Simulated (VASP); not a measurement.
# BaTiO3 (Barioperovskite) (Amm2) in VASP: further runs

Runs on BaTiO3 (Barioperovskite). Level: LDA. Tasks: single point.

Everything below comes from runs of VASP 6.6.1. Logs are shortened: lines on timing, memory, paths and dates and some standing lists are left out, and cuts for length are marked.

### 1 The cell of the first run

It takes space group Amm2 (No. 38, orthorhombic). Conventional cell: a = 3.819 Å, b = 5.437 Å, c = 5.453 Å, α = 90.00°, β = 90.00°, γ = 90.00°. Within 3.5 Å of Ba (site symmetry mm2) lie 12 O at 2.66 to 2.80 Å and 8 Ti at 3.27 to 3.38 Å. Ti (site symmetry mm2) has 6 O at 1.85 to 2.00 Å within 2.4 Å. O (site symmetry mm2) has 2 Ti at 1.91 Å within 2.5 Å. O (site symmetry m) has 2 Ti at 1.85 to 2.00 Å within 2.4 Å.

### 2 Single point, LDA

Input file INCAR:

```
ALGO = Normal
EDIFF = 1E-7
ENCUT = 520
ISIF = 2
ISMEAR = -1
LASPH = True
LCHARG = False
LREAL = False
LWAVE = False
NBANDS = 28
NELM = 100
PREC = Accurate
SIGMA = 0.02
```

Input file KPOINTS:

```
k-points
0
Gamma
  6 6 6
```

Input file POSCAR:

```
BaTiO3
1.0
    3.8192407681      0.0000000000      0.0000000000
    0.0000000000      2.7185557985      2.7264616413
    0.0000000000     -2.7185557985      2.7264616413
Ba Ti O
1 1 3
Direct
    0.0000000000      0.0000000000      0.0000000000
    0.5000000000      0.5124000000      0.5124000000
    0.0000000000      0.4874000000      0.4874000000
    0.5000000000      0.5052400000      0.9918400000
    0.5000000000      0.9918400000      0.5052400000
```

Potentials or basis: VASP PAW LDA potentials, release 64 (Ba_sv, Ti_sv, O).

Started as:

```console
> cat potpaw_LDA.64/Ba_sv/POTCAR potpaw_LDA.64/Ti_sv/POTCAR potpaw_LDA.64/O/POTCAR > POTCAR
> mpirun -np 1 vasp_std > vasp.out
```

OUTCAR:

```text
EDIFF = 1E-7
   ENCUT = 520
   ISIF = 2
   ISMEAR = -1
   LASPH = True
   LREAL = False
   NELM = 100
   PREC = Accurate

 ion  position               nearest neighbor table
   1  0.000  0.000  0.000-   3 2.66   4 2.70   5 2.70   4 2.70   5 2.70   3 2.72   3 2.72   4 2.73
                             5 2.73   5 2.73   4 2.73   3 2.80   2 3.27   2 3.27   2 3.32   2 3.32
   2  0.500  0.512  0.512-   4 1.85   5 1.85   3 1.91   3 1.91   5 2.00   4 2.00   1 3.27   1 3.27
                             1 3.32   1 3.32   1 3.32   1 3.32   1 3.38   1 3.38
   3  0.000  0.487  0.487-   2 1.91   2 1.91   1 2.66   1 2.72   1 2.72   1 2.80
   4  0.500  0.505  0.992-   2 1.85   2 2.00   1 2.70   1 2.70   1 2.73   1 2.73
   5  0.500  0.992  0.505-   2 1.85   2 2.00   1 2.70   1 2.70   1 2.73   1 2.73

  LATTYP: Found a base centered orthorhombic cell.
 ALAT       =     5.4371115970
 B/A-ratio  =     1.0029081039
 C/A-ratio  =     0.7024392823

  Lattice vectors:

 A1 = (   0.0000000000,   2.7185557985,  -2.7264616413)
 A2 = (   0.0000000000,   2.7185557985,   2.7264616413)
 A3 = (   3.8192407681,   0.0000000000,   0.0000000000)

Analysis of symmetry for initial positions (statically):
=====================================================================
 Subroutine PRICEL returns:
 Original cell was already a primitive cell.

 Routine SETGRP: Setting up the symmetry group for a
 base centered orthorhombic supercell.

 Subroutine GETGRP returns: Found  4 space group operations
 (whereof  4 operations were pure point group operations)
 out of a pool of  8 trial point group operations.

The static configuration has the point symmetry C_2v.

Analysis of symmetry for dynamics (positions and initial velocities):
=====================================================================
 Subroutine PRICEL returns:
 Original cell was already a primitive cell.

 Routine SETGRP: Setting up the symmetry group for a
 base centered orthorhombic supercell.

 Subroutine GETGRP returns: Found  4 space group operations
 (whereof  4 operations were pure point group operations)
 out of a pool of  8 trial point group operations.

The dynamic configuration has the point symmetry C_2v.

 Subroutine INISYM returns: Found  4 space group operations
 (whereof  4 operations are pure point group operations),
 and found     1 'primitive' translations

----------------------------------------------------------------------------------------

                                     Primitive cell

  volume of cell :      56.6167

  direct lattice vectors                    reciprocal lattice vectors
     3.819240768  0.000000000  0.000000000     0.261832144  0.000000000  0.000000000
     0.000000000  2.718555799  2.726461641     0.000000000  0.183921184  0.183387873
     0.000000000 -2.718555799  2.726461641     0.000000000 -0.183921184  0.183387873

  length of vectors
     3.819240768  3.850212814  3.850212814     0.261832144  0.259726998  0.259726998

  position of ions in fractional coordinates (direct lattice)
     0.000000000  0.000000000  0.000000000
     0.500000000  0.512400000  0.512400000
     0.000000000  0.487400000  0.487400000
     0.500000000  0.505240000  0.991840000
     0.500000000  0.991840000  0.505240000

  ion indices of the primitive-cell ions
   primitive index   ion index
                 1           1
                 2           2
                 3           3
                 4           4
                 5           5

----------------------------------------------------------------------------------------

 KPOINTS: k-points

Automatic generation of k-mesh.
 Grid dimensions read from file:
 generate k-points for:    6    6    6

 Generating k-lattice:

  Cartesian coordinates                     Fractional coordinates (reciprocal lattice)
     0.043638691  0.000000000  0.000000000     0.166666667  0.000000000  0.000000000
     0.000000000  0.030653531  0.030564645     0.000000000  0.166666667  0.000000000
     0.000000000 -0.030653531  0.030564645     0.000000000  0.000000000  0.166666667

  Length of vectors
     0.043638691  0.043287833  0.043287833

  Shift w.r.t. Gamma in fractional coordinates (k-lattice)
     0.000000000  0.000000000  0.000000000

 Subroutine IBZKPT returns following result:
 ===========================================

 Found     52 irreducible k-points:

 Following reciprocal coordinates:
            Coordinates               Weight
  0.000000  0.000000  0.000000      1.000000
  0.166667  0.000000  0.000000      2.000000
  0.333333  0.000000  0.000000      2.000000
  0.500000  0.000000  0.000000      1.000000
  0.000000  0.166667  0.000000      4.000000
  0.166667  0.166667  0.000000      8.000000
[... 16 lines left out ...]
  0.333333  0.333333  0.166667      8.000000
  0.500000  0.333333  0.166667      4.000000
 [... further k-points ...]
   k-points           NKPTS =     52   k-points in BZ     NKDIM =     52   number of bands    NBANDS=     28
   number of dos      NEDOS =    301   number of ions     NIONS =      5
   total plane-waves  NPLWV =  25200
   dimension x,y,z NGX =    28 NGY =   30 NGZ =   30
   dimension x,y,z NGXF=    56 NGYF=   60 NGZF=   60
   ions per type =               1   1   3
   NGX,Y,Z   is equivalent  to a cutoff of  12.19, 12.95, 12.95 a.u.
   NGXF,Y,Z  is equivalent  to a cutoff of  24.38, 25.91, 25.91 a.u.
 SYSTEM =  unknown system
   PREC   = accura    normal or accurate (medium, high low for compatibility)
   ISTART =      0    job   : 0-new  1-cont  2-samecut
   ICHARG =      2    charge: 1-file 2-atom 10-const
   ISPIN  =      1    spin polarized calculation?
   LNONCOLLINEAR =      F non collinear calculations
   LSORBIT =      F    spin-orbit coupling
   LASPH  =      T    aspherical Exc in radial PAW
   ENCUT  =  520.0 eV  38.22 Ry    6.18 a.u.   7.10  7.16  7.16*2*pi/ulx,y,z
   NELM   =    100;   NELMIN=  2; NELMDL= -5     # of ELM steps
   EDIFF  = 0.1E-06   stopping-criterion for ELM
   LREAL  =      F    real-space projection
   EDIFFG = 0.1E-05   stopping-criterion for IOM
   NSW    =      0    number of steps for IOM
   IBRION =     -1    ionic relax: 0-MD 1-quasi-New 2-CG
   NFREE  =      0    steps in history (QN), initial steepest desc. (CG)
   ISIF   =      2    stress and relaxation
   ISYM   =      2    0-nonsym 1-usesym 2-fastsym
   POTIM  = 0.5000    time-step for ionic-motion
   TEBEG  =    0.0;   TEEND  =   0.0 temperature during run
   PSTRESS=    0.0 pullay stress
   NELECT =      40.0000    total number of electrons
   NUPDOWN=      -1.0000    fix difference up-down
   EMIN   =  10.00;   EMAX   =-10.00  energy-range for DOS
   EFERMI =   0.00;   METHOD = LEGACY
   ISMEAR =    -1;   SIGMA  =   0.02  broadening in eV -4-tet -1-fermi 0-gaus
   EFERMI_NEDOS =   21; number of points for ismear=-14 and -15
   IALGO  =     38    algorithm
   IMIX   =      4    mixing-type and parameters
     AMIX     =   0.40;   BMIX     =  1.00
     AMIX_MAG =   1.60;   BMIX_MAG =  1.00
  volume/ion in A,a.u.               =      11.32        76.41
  Fermi-wavevector in a.u.,A,eV,Ry     =   1.458075  2.755363 28.925760  2.125983
  Thomas-Fermi vector in A             =   2.574802
   LORBIT       =      0    0 simple, 1 ext, 2 COOP (PROOUT), +10 PAW based schemes
   GGA     = CA    functional components
   LHFCALC =     F    Hartree Fock is set to
   AEXX    =    0.0000 exact exchange contribution
   IVDW    =     0    specifies the selected vdW correction
   LEPSILON=     F    determine dielectric tensor
   LRPA    =     F    only Hartree local field effects (RPA)
 non-spin polarized calculation
  energy-cutoff  :      520.00
  volume of cell :       56.62
 maximum number of plane-waves:      1544
   NGX = 15   NGY = 15   NGZ = 15

 number of electron      39.9999990 magnetization

 Free energy of the ion-electron system (eV)
  ---------------------------------------------------
  ext. energy  EPLUGINS =         0.00000000
  ---------------------------------------------------
  free energy    TOTEN  =       -43.81566711 eV

  energy without entropy =      -43.81566711  energy(sigma->0) =      -43.81566711

 E-fermi :   4.9489     XC(G=0): -12.3806

 val. band max:        4.5548585125   @ k =   0.5000   0.5000   0.5000
 cond. band min:       6.5502144186   @ k =   0.0000   0.0000   0.0000
 fundamental gap:      1.9953559061
 Fermi energy:         4.9488816249

 k-point     1 :       0.0000    0.0000    0.0000
  band No.  band energies     occupation
      1     -50.7165      2.00000
      2     -27.4424      2.00000
      3     -27.4360      2.00000
      4     -27.4182      2.00000
      5     -19.9128      2.00000
      6     -12.2604      2.00000
[... 20 lines left out ...]
     27       9.7816      0.00000
     28      13.2188      0.00000

 k-point     2 :       0.1667    0.0000    0.0000
  band No.  band energies     occupation
      1     -50.7159      2.00000
      2     -27.4455      2.00000
      3     -27.4412      2.00000
      4     -27.4346      2.00000
      5     -19.8529      2.00000
      6     -12.3467      2.00000
[... 20 lines left out ...]
     27      10.4492      0.00000
     28      13.6275      0.00000

 k-point     3 :       0.3333    0.0000    0.0000
  band No.  band energies     occupation
      1     -50.7146      2.00000
      2     -27.4990      2.00000
      3     -27.4389      2.00000
      4     -27.4323      2.00000
      5     -19.7280      2.00000
      6     -12.6595      2.00000
[... 20 lines left out ...]
     27      11.7624      0.00000
     28      13.3660      0.00000

 k-point     4 :       0.5000    0.0000    0.0000
  band No.  band energies     occupation
      1     -50.7140      2.00000
      2     -27.5254      2.00000
      3     -27.4378      2.00000
      4     -27.4312      2.00000
      5     -19.6628      2.00000
      6     -12.8336      2.00000
[... 578 lines left out ...]
     27      12.5446      0.00000
     28      13.8627      0.00000

 k-point    23 :       0.3333    0.3333    0.1667
  band No.  band energies     occupation
      1     -50.7125      2.00000
      2     -27.5066      2.00000
      3     -27.4916      2.00000
      4     -27.4562      2.00000
      5     -19.5788      2.00000
      6     -12.1498      2.00000
[... 20 lines left out ...]
     27      13.5076      0.00000
     28      13.6924      0.00000

 k-point    24 :       0.5000    0.3333    0.1667
  band No.  band energies     occupation
      1     -50.7119      2.00000
      2     -27.5172      2.00000
      3     -27.5046      2.00000
      4     -27.4549      2.00000
      5     -19.5375      2.00000
      6     -12.0963      2.00000
[... 20 lines left out ...]
     27      13.3750      0.00000
     28      13.8946      0.00000

 [... further k-points ...]

------------------------ aborting loop because EDIFF is reached ----------------------------------------

  FORCE on cell =-STRESS in cart. coord.  units (eV):
  Direction    XX          YY          ZZ          XY          YZ          ZX
  --------------------------------------------------------------------------------------
  -------------------------------------------------------------------------------------
  Total        7.5608041      7.6326125      7.3246705      0.0000000      0.0000000      0.0000000
  in kB      213.9606423    215.9927232    207.2783753      0.0000000      0.0000000      0.0000000
  external PRESSURE =     212.4105803 kB  Pullay stress =       0.0000000 kB

 VOLUME and BASIS-vectors are now :
 -----------------------------------------------------------------------------
  energy-cutoff  :      520.00
  volume of cell :       56.62
      direct lattice vectors                 reciprocal lattice vectors
     3.819240768  0.000000000  0.000000000     0.261832144  0.000000000  0.000000000
     0.000000000  2.718555799  2.726461641     0.000000000  0.183921184  0.183387873
     0.000000000 -2.718555799  2.726461641     0.000000000 -0.183921184  0.183387873

 POSITION                                       TOTAL-FORCE (eV/Angst)
 -----------------------------------------------------------------------------------
      0.00000      0.00000      0.00000         0.000000      0.000000      0.186809
      1.90962      0.00000      2.79408         0.000000      0.000000     -0.539520
      0.00000      0.00000      2.65775         0.000000      0.000000      0.146414
      1.90962     -1.32285      4.08173         0.000000     -0.501581      0.103149
      1.90962      1.32285      4.08173         0.000000      0.501581      0.103149
 -----------------------------------------------------------------------------------
    total drift:                                0.000000      0.000001     -0.000395

  FREE ENERGIE OF THE ION-ELECTRON SYSTEM (eV)
  ---------------------------------------------------
  free  energy   TOTEN  =       -43.8156671094 eV

  energy  without entropy=      -43.8156671093  energy(sigma->0) =      -43.81566711
```

Wall time 2.5 min (1 thread of AMD EPYC 7R13, shared host); peak memory 0.18 GiB.

Results:

| Property | Result |
| --- | --- |
| Free energy | -43.8157 eV |
| Pressure | 21.2 GPa |
| Largest force | 0.540 eV/Å |
| Band gap on the k mesh | 2.00 eV, indirect (least direct gap 2.05 eV) |

Forces on the atoms (eV/Å):
```
Ba   0.000  0.000  0.187
Ti   0.000  0.000 -0.540
O    0.000  0.000  0.146
O    0.000 -0.502  0.103
O    0.000  0.502  0.103
```

Levels at points of the mesh, in eV from the valence-band top:
| k point | band 16 | band 17 | band 18 | band 19 | band 20 | band 21 | band 22 | band 23 | band 24 | band 25 |
| --- | --- | --- | --- | --- | --- | --- | --- | --- | --- | --- |
| (0.00, 0.00, 0.00) | -1.39 | -1.33 | -0.26 | -0.11 | -0.05 | 2.00 | 2.07 | 2.29 | 4.84 | 4.86 |
| (0.50, 0.00, 0.00) | -2.22 | -1.99 | -1.89 | -0.80 | -0.75 | 2.28 | 4.14 | 4.24 | 4.98 | 7.17 |
| (0.00, 0.50, 0.00) | -2.14 | -2.01 | -1.87 | -0.81 | -0.71 | 2.35 | 4.17 | 4.21 | 5.04 | 7.33 |
| (0.50, 0.50, 0.00) | -3.22 | -1.62 | -0.77 | -0.76 | -0.11 | 4.21 | 4.23 | 4.64 | 5.92 | 8.54 |
| (0.00, 0.50, 0.50) | -3.23 | -1.58 | -0.80 | -0.76 | -0.17 | 4.19 | 4.26 | 4.63 | 6.08 | 8.51 |
| (0.50, 0.50, 0.50) | -2.27 | -2.26 | -0.05 | -0.01 | 0.00 | 4.96 | 5.03 | 5.04 | 7.19 | 7.23 |

Caveat: spin-orbit coupling is left out, which moves the levels of the heavy elements. A k mesh can miss the band edges.

[end of part 1 of 2]
